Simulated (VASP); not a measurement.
# MgO in VASP: notebook

The runs below take MgO through single point, with r2SCAN.

Everything below comes from runs of VASP 6.6.1. Logs are shortened: lines on timing, memory, paths and dates and some standing lists are left out, and cuts for length are marked.

### 1 The cell of the first run

The structure is cubic, space group Fm-3m (No. 225). Conventional cell: a = 4.204 Å, b = 4.204 Å, c = 4.204 Å, α = 90.00°, β = 90.00°, γ = 90.00°. Mg (site symmetry m-3m) has 6 O at 2.10 Å within 2.8 Å. Within 2.8 Å of O (site symmetry m-3m) lie 6 Mg at 2.10 Å.

### 2 Single point, r2SCAN

Contents of POSCAR:

```
MgO
1.0
    2.1022009521      2.1022009521      0.0000000000
   -2.1022009521      2.1022009521      0.0000000000
    0.0000000000      0.0000000000      4.2044019043
Mg O
2 2
Direct
    0.0000000000      0.0000000000      0.0000000000
    0.5000000000      0.5000000000      0.5000000000
    0.5000000000      0.5000000000      0.0000000000
    0.0000000000      0.0000000000      0.5000000000
```

Contents of INCAR.step1:

```
PREC = Accurate
ENCUT = 520
ISMEAR = 0
SIGMA = 0.02
LREAL = False
LASPH = True
NELM = 60
NBANDS = 16
GGA = PE
ALGO = Normal
EDIFF = 1E-4
LWAVE = True
LCHARG = False
```

Contents of INCAR.step2:

```
PREC = Accurate
ENCUT = 520
EDIFF = 1E-6
ISMEAR = 0
SIGMA = 0.02
LREAL = False
LASPH = True
NELM = 60
ALGO = Normal
ISIF = 2
LWAVE = False
LCHARG = True
METAGGA = R2SCAN
LMIXTAU = True
LELF = True
LVHAR = True
NBANDS = 16
ISTART = 1
```

Contents of KPOINTS:

```
Automatic mesh
0
Gamma
  8 8 6
```

Potentials or basis: VASP PAW PBE potentials, release 64 (Mg, O).

The run is started by

```bash
cat potpaw_PBE.64/Mg/POTCAR potpaw_PBE.64/O/POTCAR > POTCAR
cp INCAR.step1 INCAR
mpirun -np 1 vasp_std > vasp.out
cp INCAR.step2 INCAR
mpirun -np 1 vasp_std > vasp.out
```

OUTCAR:

```text
PREC = Accurate
   ENCUT = 520
   EDIFF = 1E-6
   ISMEAR = 0
   LREAL = False
   LASPH = True
   NELM = 60
   ISIF = 2
   METAGGA = R2SCAN
   ISTART = 1

 ion  position               nearest neighbor table
   1  0.000  0.000  0.000-   3 2.10   3 2.10   3 2.10   3 2.10   4 2.10   4 2.10   2 2.97   2 2.97
                             2 2.97   2 2.97   2 2.97   2 2.97   2 2.97   2 2.97
   2  0.500  0.500  0.500-   4 2.10   4 2.10   4 2.10   4 2.10   3 2.10   3 2.10   1 2.97   1 2.97
                             1 2.97   1 2.97   1 2.97   1 2.97   1 2.97   1 2.97
   3  0.500  0.500  0.000-   1 2.10   1 2.10   1 2.10   1 2.10   2 2.10   2 2.10
   4  0.000  0.000  0.500-   2 2.10   2 2.10   2 2.10   2 2.10   1 2.10   1 2.10

  LATTYP: Found a simple tetragonal cell.
 ALAT       =     2.9729610973
 C/A-ratio  =     1.4142135624

  Lattice vectors:

 A1 = (   2.1022009521,   2.1022009521,   0.0000000000)
 A2 = (  -2.1022009521,   2.1022009521,   0.0000000000)
 A3 = (   0.0000000000,   0.0000000000,   4.2044019043)

Analysis of symmetry for initial positions (statically):
=====================================================================
 Subroutine PRICEL returns following result:

  LATTYP: Found a face centered cubic cell.
 ALAT       =     4.2044019043

  Lattice vectors:

 A1 = (   0.0000000000,  -2.1022009521,  -2.1022009521)
 A2 = (   2.1022009521,   0.0000000000,  -2.1022009522)
 A3 = (   2.1022009521,  -2.1022009521,   0.0000000000)

   2 primitive cells build up your supercell.

 Routine SETGRP: Setting up the symmetry group for a
 simple tetragonal supercell.

 Subroutine GETGRP returns: Found 16 space group operations
 (whereof 16 operations were pure point group operations)
 out of a pool of 16 trial point group operations.

The static configuration has the point symmetry D_4h.

Analysis of symmetry for dynamics (positions and initial velocities):
=====================================================================
 Subroutine PRICEL returns following result:

  LATTYP: Found a face centered cubic cell.
 ALAT       =     4.2044019043

  Lattice vectors:

 A1 = (   0.0000000000,  -2.1022009521,  -2.1022009521)
 A2 = (   2.1022009521,   0.0000000000,  -2.1022009522)
 A3 = (   2.1022009521,  -2.1022009521,   0.0000000000)

   2 primitive cells build up your supercell.

 Routine SETGRP: Setting up the symmetry group for a
 simple tetragonal supercell.

 Subroutine GETGRP returns: Found 16 space group operations
 (whereof 16 operations were pure point group operations)
 out of a pool of 16 trial point group operations.

The dynamic configuration has the point symmetry D_4h.

 Subroutine INISYM returns: Found 16 space group operations
 (whereof 16 operations are pure point group operations),
 and found     2 'primitive' translations

----------------------------------------------------------------------------------------

                                     Primitive cell

  volume of cell :      18.5803

  direct lattice vectors                    reciprocal lattice vectors
     0.000000000 -2.102200952 -2.102200952    -0.237845958 -0.237845958 -0.237845958
     2.102200952  0.000000000 -2.102200952     0.237845958  0.237845958 -0.237845958
     2.102200952 -2.102200952  0.000000000     0.237845958 -0.237845958  0.237845958

  length of vectors
     2.972961097  2.972961097  2.972961097     0.411961284  0.411961284  0.411961284

  position of ions in fractional coordinates (direct lattice)
     0.000000000  0.000000000  0.000000000
     0.500000000  0.500000000  0.500000000

  ion indices of the primitive-cell ions
   primitive index   ion index
                 1           1
                 2           4

----------------------------------------------------------------------------------------

 KPOINTS: Automatic mesh

Automatic generation of k-mesh.
 Grid dimensions read from file:
 generate k-points for:    8    8    6

 Generating k-lattice:

  Cartesian coordinates                     Fractional coordinates (reciprocal lattice)
     0.029730745  0.029730745  0.000000000     0.125000000  0.000000000  0.000000000
    -0.029730745  0.029730745  0.000000000     0.000000000  0.125000000  0.000000000
     0.000000000  0.000000000  0.039640993     0.000000000  0.000000000  0.166666667

  Length of vectors
     0.042045622  0.042045622  0.039640993

  Shift w.r.t. Gamma in fractional coordinates (k-lattice)
     0.000000000  0.000000000  0.000000000

 Subroutine IBZKPT returns following result:
 ===========================================

 Found     60 irreducible k-points:

 Following reciprocal coordinates:
            Coordinates               Weight
  0.000000  0.000000  0.000000      1.000000
  0.125000  0.000000  0.000000      4.000000
  0.250000  0.000000  0.000000      4.000000
  0.375000  0.000000  0.000000      4.000000
  0.500000  0.000000  0.000000      2.000000
  0.125000  0.125000  0.000000      4.000000
[... 16 lines left out ...]
  0.375000  0.125000  0.166667     16.000000
  0.500000  0.125000  0.166667      8.000000
 [... further k-points ...]
   k-points           NKPTS =     60   k-points in BZ     NKDIM =     60   number of bands    NBANDS=     16
   number of dos      NEDOS =    301   number of ions     NIONS =      4
   total plane-waves  NPLWV =  18432
   dimension x,y,z NGX =    24 NGY =   24 NGZ =   32
   dimension x,y,z NGXF=    48 NGYF=   48 NGZF=   64
   ions per type =               2   2
   NGX,Y,Z   is equivalent  to a cutoff of  13.42, 13.42, 12.65 a.u.
   NGXF,Y,Z  is equivalent  to a cutoff of  26.84, 26.84, 25.31 a.u.
 SYSTEM =  unknown system
   PREC   = accura    normal or accurate (medium, high low for compatibility)
   ISTART =      1    job   : 0-new  1-cont  2-samecut
   ICHARG =      0    charge: 1-file 2-atom 10-const
   ISPIN  =      1    spin polarized calculation?
   LNONCOLLINEAR =      F non collinear calculations
   LSORBIT =      F    spin-orbit coupling
   LASPH  =      T    aspherical Exc in radial PAW
   ENCUT  =  520.0 eV  38.22 Ry    6.18 a.u.   5.53  5.53  7.82*2*pi/ulx,y,z
   NELM   =     60;   NELMIN=  2; NELMDL=  0     # of ELM steps
   EDIFF  = 0.1E-05   stopping-criterion for ELM
   LREAL  =      F    real-space projection
   EDIFFG = 0.1E-04   stopping-criterion for IOM
   NSW    =      0    number of steps for IOM
   IBRION =     -1    ionic relax: 0-MD 1-quasi-New 2-CG
   NFREE  =      0    steps in history (QN), initial steepest desc. (CG)
   ISIF   =      2    stress and relaxation
   ISYM   =      2    0-nonsym 1-usesym 2-fastsym
   POTIM  = 0.5000    time-step for ionic-motion
   TEBEG  =    0.0;   TEEND  =   0.0 temperature during run
   PSTRESS=    0.0 pullay stress
   NELECT =      16.0000    total number of electrons
   NUPDOWN=      -1.0000    fix difference up-down
   EMIN   =  10.00;   EMAX   =-10.00  energy-range for DOS
   EFERMI =   0.00;   METHOD = LEGACY
   ISMEAR =     0;   SIGMA  =   0.02  broadening in eV -4-tet -1-fermi 0-gaus
   EFERMI_NEDOS =   21; number of points for ismear=-14 and -15
   IALGO  =     38    algorithm
   IMIX   =      4    mixing-type and parameters
     AMIX     =   0.40;   BMIX     =  1.00
     AMIX_MAG =   1.60;   BMIX_MAG =  1.00
  volume/ion in A,a.u.               =       9.29        62.69
  Fermi-wavevector in a.u.,A,eV,Ry     =   1.236196  2.336071 20.792152  1.528180
  Thomas-Fermi vector in A             =   2.370814
   LORBIT       =      0    0 simple, 1 ext, 2 COOP (PROOUT), +10 PAW based schemes
   METAGGA = R2SCAN    functional components
   LHFCALC =     F    Hartree Fock is set to
   AEXX    =    0.0000 exact exchange contribution
   IVDW    =     0    specifies the selected vdW correction
   LEPSILON=     F    determine dielectric tensor
   LRPA    =     F    only Hartree local field effects (RPA)
 non-spin polarized calculation
 Gauss-broadening in eV      SIGMA  =   0.02
  energy-cutoff  :      520.00
  volume of cell :       37.16
 maximum number of plane-waves:      1023
 NGX is ok and might be reduce to    24
   NGX = 11   NGY = 11   NGZ = 15

 number of electron      15.9999991 magnetization

 Free energy of the ion-electron system (eV)
  ---------------------------------------------------
  ext. energy  EPLUGINS =         0.00000000
  ---------------------------------------------------
  free energy    TOTEN  =       -32.32241793 eV

  energy without entropy =      -32.32241793  energy(sigma->0) =      -32.32241793

 E-fermi :   2.9732     XC(G=0): -11.6229

 val. band max:        2.8167040666   @ k =   0.0000   0.0000   0.0000
 cond. band min:       8.4753325532   @ k =   0.0000   0.0000   0.0000
 fundamental gap:      5.6586284866
 Fermi energy:         2.9731902853

 k-point     1 :       0.0000    0.0000    0.0000
  band No.  band energies     occupation
      1     -15.4123      2.00000
      2     -13.8990      2.00000
      3      -1.3068      2.00000
      4       1.4342      2.00000
      5       1.4342      2.00000
      6       2.8161      2.00000
[... 8 lines left out ...]
     15      19.6819      0.00000
     16      23.2737      0.00000

 k-point     2 :       0.1250    0.0000    0.0000
  band No.  band energies     occupation
      1     -15.3031      2.00000
      2     -13.8863      2.00000
      3      -1.1533      2.00000
      4       0.9905      2.00000
      5       1.4876      2.00000
      6       2.1939      2.00000
[... 8 lines left out ...]
     15      19.9530      0.00000
     16      22.8231      0.00000

 k-point     3 :       0.2500    0.0000    0.0000
  band No.  band energies     occupation
      1     -15.0042      2.00000
      2     -13.8825      2.00000
      3      -0.7088      2.00000
      4       0.0914      2.00000
      5       0.9690      2.00000
      6       1.6401      2.00000
[... 8 lines left out ...]
     15      20.7659      0.00000
     16      22.3230      0.00000
[... 362 lines left out ...]
 k-point    23 :       0.3750    0.1250    0.1667
  band No.  band energies     occupation
      1     -14.4815      2.00000
      2     -13.9707      2.00000
      3      -0.9803      2.00000
      4      -0.5106      2.00000
      5       0.5567      2.00000
      6       1.6982      2.00000
[... 8 lines left out ...]
     15      20.9115      0.00000
     16      21.1437      0.00000

 k-point    24 :       0.5000    0.1250    0.1667
  band No.  band energies     occupation
      1     -14.1587      2.00000
      2     -14.1587      2.00000
      3      -1.0213      2.00000
      4      -1.0213      2.00000
      5       1.1825      2.00000
      6       1.1825      2.00000
[... 8 lines left out ...]
     15      21.1806      0.00000
     16      21.1806      0.00000

 [... further k-points ...]

------------------------ aborting loop because EDIFF is reached ----------------------------------------

  FORCE on cell =-STRESS in cart. coord.  units (eV):
  Direction    XX          YY          ZZ          XY          YZ          ZX
  --------------------------------------------------------------------------------------
  -------------------------------------------------------------------------------------
  Total       -0.2627892     -0.2627892     -0.2731990      0.0000000      0.0000000      0.0000000
  in kB      -11.3301417    -11.3301417    -11.7789619      0.0000000      0.0000000      0.0000000
  external PRESSURE =     -11.4797484 kB  Pullay stress =       0.0000000 kB

 VOLUME and BASIS-vectors are now :
 -----------------------------------------------------------------------------
  energy-cutoff  :      520.00
  volume of cell :       37.16
      direct lattice vectors                 reciprocal lattice vectors
     2.102200952  2.102200952  0.000000000     0.237845958  0.237845958  0.000000000
    -2.102200952  2.102200952  0.000000000    -0.237845958  0.237845958  0.000000000
     0.000000000  0.000000000  4.204401904     0.000000000  0.000000000  0.237845958

 POSITION                                       TOTAL-FORCE (eV/Angst)
 -----------------------------------------------------------------------------------
      0.00000      0.00000      0.00000         0.000000     -0.000000     -0.000000
      0.00000      2.10220      2.10220         0.000000     -0.000000     -0.000000
      0.00000      2.10220      0.00000        -0.000000      0.000000      0.000000
      0.00000      0.00000      2.10220        -0.000000      0.000000     -0.000000
 -----------------------------------------------------------------------------------
    total drift:                                0.000000     -0.000000     -0.000000

  FREE ENERGIE OF THE ION-ELECTRON SYSTEM (eV)
  ---------------------------------------------------
  free  energy   TOTEN  =       -32.3224179250 eV

  energy  without entropy=      -32.3224179250  energy(sigma->0) =      -32.32241793
```

Wall time 2.6 min (1 thread of Intel Xeon 8259CL, shared host); peak memory 0.17 GiB.

What came out:

- Free energy: -32.3224 eV
- Pressure: -1.1 GPa
- Band gap on the k mesh: 5.66 eV

Caveat: the PAW data sets were made with another functional, which shifts forces and pressure a little.

### 3 Single point, r2SCAN

POSCAR is that of step 2.

Contents of INCAR.step1:

```
SYSTEM = MgO
PREC = Accurate
ENCUT = 520
ISMEAR = 0
SIGMA = 0.02
LREAL = .False.
LASPH = .True.
NELM = 80
NBANDS = 16
GGA = PE
ALGO = Normal
EDIFF = 1E-4
LWAVE = .True.
LCHARG = .False.
```

Contents of INCAR.step2:

```
SYSTEM = MgO
PREC = Accurate
ENCUT = 520
EDIFF = 1E-6
ISMEAR = 0
SIGMA = 0.02
LREAL = .False.
LASPH = .True.
NELM = 80
ALGO = Normal
ISIF = 2
LWAVE = .False.
LCHARG = .False.
METAGGA = R2SCAN
LMIXTAU = .True.
NBANDS = 16
ISTART = 1
```

Contents of KPOINTS:

```
Automatic mesh
0
Gamma
  8 8 6
  0 0 0
```

Potentials or basis: VASP PAW PBE potentials, release 64 (Mg, O).

The run is started by

```bash
cat potpaw_PBE.64/Mg/POTCAR potpaw_PBE.64/O/POTCAR > POTCAR
cp INCAR.step1 INCAR
mpirun -np 1 vasp_std > vasp.out
cp INCAR.step2 INCAR
mpirun -np 1 vasp_std > vasp.out
```

Run time: 3 min. Hardware: 1 thread of Intel Xeon 8259CL, shared host; peak memory 0.17 GiB.

It converged, with:

```yaml
Free_energy: -32.3224 eV
Pressure: -1.1 GPa
Band_gap_on_the_k_mesh: 5.66 eV
```

Levels at points of the mesh, in eV from the valence-band top:
```tsv
k point	band 5	band 6	band 7	band 8	band 9	band 10	band 11	band 12
(0.00, 0.00, 0.00)	-1.38	0.00	0.00	0.00	5.66	10.04	11.12	14.35
(0.50, 0.00, 0.00)	-2.02	-2.02	-0.68	-0.68	10.50	10.50	12.86	12.86
(0.50, 0.50, 0.00)	-1.38	-1.38	-1.38	-1.38	10.04	10.04	11.12	11.12
(0.00, 0.00, 0.50)	-0.75	-0.75	-0.75	-0.75	9.07	9.07	12.14	12.14
(0.50, 0.00, 0.50)	-0.68	-0.68	-0.68	-0.68	8.83	8.83	13.87	13.87
(0.50, 0.50, 0.50)	-2.98	-2.98	-1.79	-1.79	12.73	12.73	12.73	12.73
```

Caveat: the PAW data sets were made with another functional, which shifts forces and pressure a little.

### 4 Single point, r2SCAN (uniaxial strain along c: +1.0 %, then relaxed in part)

Contents of POSCAR:

```
MgO
1.0
    2.0974250699      2.0974250699      0.0000000000
   -2.0974250699      2.0974250699      0.0000000000
    0.0000000000      0.0000000000      4.2464459233
Mg O
2 2
Direct
    0.0000000000      0.0000000000      0.0000000000
    0.5000000000      0.5000000000      0.5000000000
    0.5000000000      0.5000000000      0.0000000000
    0.0000000000      0.0000000000      0.5000000000
```

Contents of INCAR.step1:

```
PREC = Accurate
ENCUT = 520
ISMEAR = 0
SIGMA = 0.02
LREAL = F
LASPH = T
NELM = 80
NBANDS = 16
GGA = PE
ALGO = Normal
EDIFF = 1E-4
LWAVE = T
LCHARG = F
```

Contents of INCAR.step2:

```
PREC = Accurate
ENCUT = 520
EDIFF = 1E-7
ISMEAR = 0
SIGMA = 0.02
LREAL = F
LASPH = T
NELM = 80
ALGO = Normal
ISIF = 2
LWAVE = F
LCHARG = F
METAGGA = R2SCAN
LMIXTAU = T
NBANDS = 16
ISTART = 1
```

Contents of KPOINTS:

```
Automatic mesh
0
Gamma
  8 8 6
```

The run is started by

```bash
cat potpaw_PBE.64/Mg/POTCAR potpaw_PBE.64/O/POTCAR > POTCAR
cp INCAR.step1 INCAR
mpirun -np 1 vasp_std > vasp.out
cp INCAR.step2 INCAR
mpirun -np 1 vasp_std > vasp.out
```

Run time: 2.1 min. Hardware: 1 thread of Intel Xeon 8259CL, shared host; peak memory 0.18 GiB.

Results (log left out):

| Item | Value |
| --- | --- |
| Free energy | -32.3182 eV |
| Pressure | -2.0 GPa |
| Band gap on the k mesh | 5.59 eV |

Stress tensor (GPa, compression positive):
```
-1.14  0.00  0.00
 0.00 -1.14  0.00
 0.00  0.00 -3.68
```

Levels at points of the mesh, in eV from the valence-band top:
```tsv
k point	band 4	band 5	band 6	band 7	band 8	band 9	band 10	band 11	band 12	band 13
(0.00, 0.00, 0.00)	-1.36	-1.36	-0.03	-0.03	0.00	5.59	10.10	11.06	14.16	16.73
(0.50, 0.00, 0.00)	-3.54	-2.02	-2.02	-0.68	-0.68	10.45	10.45	12.74	12.74	15.21
(0.50, 0.50, 0.00)	-4.11	-1.45	-1.45	-1.37	-1.37	9.97	9.97	11.04	11.04	14.33
(0.00, 0.00, 0.50)	-2.63	-0.75	-0.75	-0.75	-0.75	8.99	8.99	12.15	12.15	16.51
(0.50, 0.00, 0.50)	-4.63	-0.70	-0.70	-0.68	-0.68	8.78	8.78	13.79	13.79	17.27
(0.50, 0.50, 0.50)	-3.00	-3.00	-3.00	-1.75	-1.75	12.67	12.67	12.67	12.67	13.32
```

Caveat: the cell differs from its parent crystal (uniaxial strain along c: +1.0 %, then relaxed in part); the PAW data sets were made with another functional, which shifts forces and pressure a little.

### 5 Single point, r2SCAN (uniaxial strain along c: +1.0 %)

Edit POSCAR of step 4 so:

```diff
@@ -2,4 +2,4 @@
 1.0
-    2.0974250699      2.0974250699      0.0000000000
-   -2.0974250699      2.0974250699      0.0000000000
+    2.0969454497      2.0969454497      0.0000000000
+   -2.0969454497      2.0969454497      0.0000000000
     0.0000000000      0.0000000000      4.2464459233
```

Contents of INCAR.step1:

```
SYSTEM = MgO
PREC = Accurate
ENCUT = 520
ISMEAR = 0
SIGMA = 0.02
LREAL = .FALSE.
LASPH = .TRUE.
NELM = 100
NBANDS = 16
GGA = PE
ALGO = Normal
EDIFF = 1E-4
LWAVE = .TRUE.
LCHARG = .FALSE.
```

Contents of INCAR.step2:

```
SYSTEM = MgO
PREC = Accurate
ENCUT = 520
EDIFF = 1E-7
ISMEAR = 0
SIGMA = 0.02
LREAL = .FALSE.
LASPH = .TRUE.
NELM = 100
ALGO = Normal
ISIF = 2
LWAVE = .FALSE.
LCHARG = .FALSE.
METAGGA = R2SCAN
LMIXTAU = .TRUE.
NBANDS = 16
ISTART = 1
```

Contents of KPOINTS:

```
regular mesh
0
G
  8 8 6
  0 0 0
```

The run is started by

```bash
cat potpaw_PBE.64/Mg/POTCAR potpaw_PBE.64/O/POTCAR > POTCAR
cp INCAR.step1 INCAR
mpirun -np 1 vasp_std > vasp.out
cp INCAR.step2 INCAR
mpirun -np 1 vasp_std > vasp.out
```

Run time: 2.8 min. Hardware: 1 thread of Intel Xeon 8259CL, shared host; peak memory 0.17 GiB.

It converged, with:

* Free energy: -32.3183 eV
* Pressure: -1.9 GPa
* Band gap on the k mesh: 5.59 eV

Stress tensor (GPa, compression positive):
```
-1.04  0.00  0.00
 0.00 -1.04  0.00
 0.00  0.00 -3.64
```

Levels at points of the mesh, in eV from the valence-band top:
```
           k point  band 5  band 6  band 7  band 8  band 9  band 10  band 11  band 12
(0.00, 0.00, 0.00)   -1.36   -0.03   -0.03    0.00    5.59    10.10    11.06    14.16
(0.50, 0.00, 0.00)   -2.02   -2.02   -0.68   -0.68   10.45    10.45    12.74    12.74
(0.50, 0.50, 0.00)   -1.45   -1.45   -1.37   -1.37    9.97     9.97    11.04    11.04
(0.00, 0.00, 0.50)   -0.75   -0.75   -0.75   -0.75    9.00     9.00    12.16    12.16
(0.50, 0.00, 0.50)   -0.70   -0.70   -0.68   -0.68    8.78     8.78    13.79    13.79
(0.50, 0.50, 0.50)   -3.00   -3.00   -1.75   -1.75   12.67    12.67    12.67    12.67
```

Caveat: the cell differs from its parent crystal (uniaxial strain along c: +1.0 %); the PAW data sets were made with another functional, which shifts forces and pressure a little.
